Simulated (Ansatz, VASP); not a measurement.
# PbI2: VASP beside Ansatz

File INCAR:

```
PREC = Accurate ; ENCUT = 500
EDIFF = 1E-6 ; ISMEAR = 0
SIGMA = 0.01 ; LREAL = False
LASPH = True ; NELM = 120
ALGO = Normal ; ISIF = 2
LWAVE = False ; LCHARG = False
GGA = PE ; NBANDS = 21
GGA_COMPAT = False
```

The input KPOINTS:

```
Automatic mesh
0
Gamma
  4 4 3
```

File POSCAR:

```
PbI2
1.0
    4.5550000000      0.0000000000      0.0000000000
   -2.2775000000      3.9447457100      0.0000000000
    0.0000000000      0.0000000000      6.9770000000
Pb I
1 2
Direct
    0.0000000000      0.0000000000      0.0000000000
    0.3333333342      0.6666666684      0.2650000000
    0.6666666671      0.3333333342      0.7350000000
```

Input for Ansatz:

```yaml
crystal:
  lattice:
    - [4.555, 0.0, 0.0]
    - [-2.2775, 3.94474571, 0.0]
    - [0.0, 0.0, 6.977]
  atoms:
    - { symbol: Pb, position: [0.0, 0.0, 0.0] }
    - { symbol: I, position: [0.3333333341783392, 0.6666666683566784, 0.265] }
    - { symbol: I, position: [0.6666666670891696, 0.3333333341783392, 0.735] }
basis:
  ecutwfc: 550.0
kpoints:
  mp_grid:
    grid: [4, 4, 3]
hamiltonian:
  xc: pbe
  pseudopotentials:
    kind: paw
scf:
  occupations:
    method: fixed
checkpoint:
  read: ground.run
```

Alike in both runs: task single point; functional PBE; k mesh 4 × 4 × 3; no spin polarisation.

|  | VASP | Ansatz |
| --- | --- | --- |
| version | VASP 6.6.1 | Ansatz 0.2.0 |
| potentials or method | VASP PAW PBE potentials, release 64 (Pb_d, I), cutoff 500 eV | plane waves, PAW |
| occupations | gaussian, width 0.01 eV | fixed |
| valence electrons in the cell | 28 | 48 |

```tsv
	VASP	Ansatz	Ansatz less VASP
gap on the k mesh at the Fermi level (eV)	2.40	2.40	+0.002
```

VASP's potentials hold 28 valence electrons a cell and Ansatz's 48, so a difference there can come from the potentials and not from the codes.

Neither program's run includes spin-orbit coupling.
